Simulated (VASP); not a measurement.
# Au (Fm-3m) in VASP: notebook, part 2 of 2

VASP 6.6.1. The steps go on from the part before.

### Step 3. Relaxation of cell and atoms, PBEsol

This run uses another cell than the first one, of 16.85 Å³/atom.

Input file INCAR:

```
ALGO = Normal
EDIFF = 1E-7
EDIFFG = -0.03
ENCUT = 500
GGA = PS
GGA_COMPAT = F
IBRION = 2
ISIF = 3
ISMEAR = -1
LASPH = T
LCHARG = F
LREAL = F
LWAVE = F
NELM = 120
NELMIN = 4
NSW = 80
PREC = Accurate
SIGMA = 0.1
```

Input file KPOINTS:

```
k-points
0
Gamma
  9 9 9
```

Input file POSCAR:

```
Au
1.0
    0.0000000000      2.0350000000      2.0350000000
    2.0350000000      0.0000000000      2.0350000000
    2.0350000000      2.0350000000      0.0000000000
Au
1
Direct
    0.0000000000      0.0000000000      0.0000000000
```

Potentials or basis: VASP PAW PBE potentials, release 64 (Au).

Run with:

```console
$ cat potpaw_PBE.64/Au/POTCAR > POTCAR
$ mpirun -np 1 vasp_std > vasp.out
```

OUTCAR:

```text
EDIFF = 1E-7
   EDIFFG = -0.03
   ENCUT = 500
   GGA = PS
   IBRION = 2
   ISIF = 3
   ISMEAR = -1
   LASPH = T
   LREAL = F
   NELM = 120
   NELMIN = 4
   NSW = 80
   PREC = Accurate

 ion  position               nearest neighbor table
   1  0.000  0.000  0.000-

  LATTYP: Found a face centered cubic cell.
 ALAT       =     4.0700000000

  Lattice vectors:

 A1 = (   0.0000000000,   2.0350000000,   2.0350000000)
 A2 = (   2.0350000000,   0.0000000000,   2.0350000000)
 A3 = (   2.0350000000,   2.0350000000,   0.0000000000)

Analysis of symmetry for initial positions (statically):
=====================================================================
 Subroutine PRICEL returns:
 Original cell was already a primitive cell.

 Routine SETGRP: Setting up the symmetry group for a
 face centered cubic supercell.

 Subroutine GETGRP returns: Found 48 space group operations
 (whereof 48 operations were pure point group operations)
 out of a pool of 48 trial point group operations.

The static configuration has the point symmetry O_h .

Analysis of symmetry for dynamics (positions and initial velocities):
=====================================================================
 Subroutine PRICEL returns:
 Original cell was already a primitive cell.

 Routine SETGRP: Setting up the symmetry group for a
 face centered cubic supercell.

 Subroutine GETGRP returns: Found 48 space group operations
 (whereof 48 operations were pure point group operations)
 out of a pool of 48 trial point group operations.

The dynamic configuration has the point symmetry O_h .

 Subroutine INISYM returns: Found 48 space group operations
 (whereof 48 operations are pure point group operations),
 and found     1 'primitive' translations

----------------------------------------------------------------------------------------

[... 126 lines left out ...]
 NGX is ok and might be reduce to    24
   NGX = 11   NGY = 11   NGZ = 11

--------------------------------------- Ionic step        1  -------------------------------------------

 number of electron      10.9999999 magnetization

 Free energy of the ion-electron system (eV)
  ---------------------------------------------------
  ext. energy  EPLUGINS =         0.00000000
  ---------------------------------------------------
  free energy    TOTEN  =        -3.94888387 eV

  energy without entropy =       -3.94595119  energy(sigma->0) =       -3.94741753

------------------------ aborting loop because EDIFF is reached ----------------------------------------

  FORCE on cell =-STRESS in cart. coord.  units (eV):
  Direction    XX          YY          ZZ          XY          YZ          ZX
  --------------------------------------------------------------------------------------
  -------------------------------------------------------------------------------------
  Total        0.1373222      0.1373222      0.1373222     -0.0000000     -0.0000000      0.0000000
  in kB       13.0535348     13.0535348     13.0535348     -0.0000000     -0.0000000      0.0000000
  external PRESSURE =      13.0535348 kB  Pullay stress =       0.0000000 kB
[... 57 lines left out ...]
--------------------------------------- Ionic step        3  -------------------------------------------

 number of electron      11.0000000 magnetization

 Free energy of the ion-electron system (eV)
  ---------------------------------------------------
  ext. energy  EPLUGINS =         0.00000000
  ---------------------------------------------------
  free energy    TOTEN  =        -3.94937744 eV

  energy without entropy =       -3.94652683  energy(sigma->0) =       -3.94795213

 E-fermi :   9.3064     XC(G=0): -12.9060

 val. band max:        8.9459052823   @ k =   0.4444   0.3333   0.0000
 cond. band min:       9.3608558154   @ k =   0.4444   0.4444   0.0000
 fundamental gap:      0.4149505331
 Fermi energy:         9.3063889960

 k-point     1 :       0.0000    0.0000    0.0000
  band No.  band energies     occupation
      1      -0.6192      2.00000
      2       4.6460      2.00000
      3       4.6460      2.00000
      4       4.6460      2.00000
      5       6.1849      2.00000
      6       6.1849      2.00000
      7      23.8381      0.00000
      8      27.8509      0.00000
      9      27.8509      0.00000
[... 265 lines left out ...]
 k-point    24 :       0.4444    0.4444    0.0000
  band No.  band energies     occupation
      1       2.2826      2.00000
      2       2.6143      2.00000
      3       7.3163      2.00000
      4       7.5798      2.00000
      5       7.5798      2.00000
      6       9.3609      0.73420
      7      16.2888      0.00000
      8      19.6094      0.00000
      9      19.6094      0.00000

 [... further k-points ...]

------------------------ aborting loop because EDIFF is reached ----------------------------------------

  FORCE on cell =-STRESS in cart. coord.  units (eV):
  Direction    XX          YY          ZZ          XY          YZ          ZX
  --------------------------------------------------------------------------------------
  -------------------------------------------------------------------------------------
  Total        0.0001834      0.0001834      0.0001834      0.0000000      0.0000000     -0.0000000
  in kB        0.0173036      0.0173036      0.0173036      0.0000000      0.0000000     -0.0000000
  external PRESSURE =       0.0173036 kB  Pullay stress =       0.0000000 kB
[... 16 lines left out ...]
  FREE ENERGIE OF THE ION-ELECTRON SYSTEM (eV)
  ---------------------------------------------------
  free  energy   TOTEN  =        -3.9493774356 eV

  energy  without entropy=       -3.9465268339  energy(sigma->0) =       -3.94795213

 reached required accuracy - stopping structural energy minimisation
```

CONTCAR:

```text
Au
   1.00000000000000
     0.0000000000000000    2.0399390668234179    2.0399390668234179
     2.0399390668234179   -0.0000000000000000    2.0399390668234179
     2.0399390668234179    2.0399390668234179   -0.0000000000000000
  Au
     1
Direct
     0.0000000000000000    0.0000000000000000    0.0000000000000000

  0.00000000E+00  0.00000000E+00  0.00000000E+00
```

It took 6.6 s on 1 thread of AMD EPYC 9R45 (Zen 5), shared host; peak memory 0.11 GiB.

What came out:

* Free energy: -3.9494 eV
* Relaxed volume: 16.98 Å³/atom
* Relaxed cell: a = 2.885 Å, b = 2.885 Å, c = 2.885 Å, α = 60.00°, β = 60.00°, γ = 60.00°
* Space group after relaxing (to 0.1 Å): Fm-3m (No. 225)
* Energy gained by relaxing: 0.5 meV/atom
* Ionic steps: 3
* Pressure after relaxing: 0.0 GPa
* Band gap on the k mesh: zero (an odd number of electrons rules out a gap without spin polarisation)

Step by step:
```
step  energy change (eV)  largest force (eV/Å)  pressure (GPa)  volume (Å³)
   1              0.0000                0.0000            1.31        16.85
   2              0.0010                0.0000           -2.13        17.19
   3             -0.0005                0.0000            0.00        16.98
```

Final structure:
```xyz
1
Lattice="0.0000 2.0399 2.0399 2.0399 0.0000 2.0399 2.0399 2.0399 0.0000" Properties=species:S:1:pos:R:3 pbc="T T T"
Au    0.0000    0.0000    0.0000
```

Caveat: the PAW data sets were made with another functional, which shifts forces and pressure a little; spin-orbit coupling is left out, which moves the levels of the heavy elements. Zero-point motion and thermal expansion aren't in these numbers.

The gap in the log of VASP goes by the Fermi energy; the results here count the filled bands.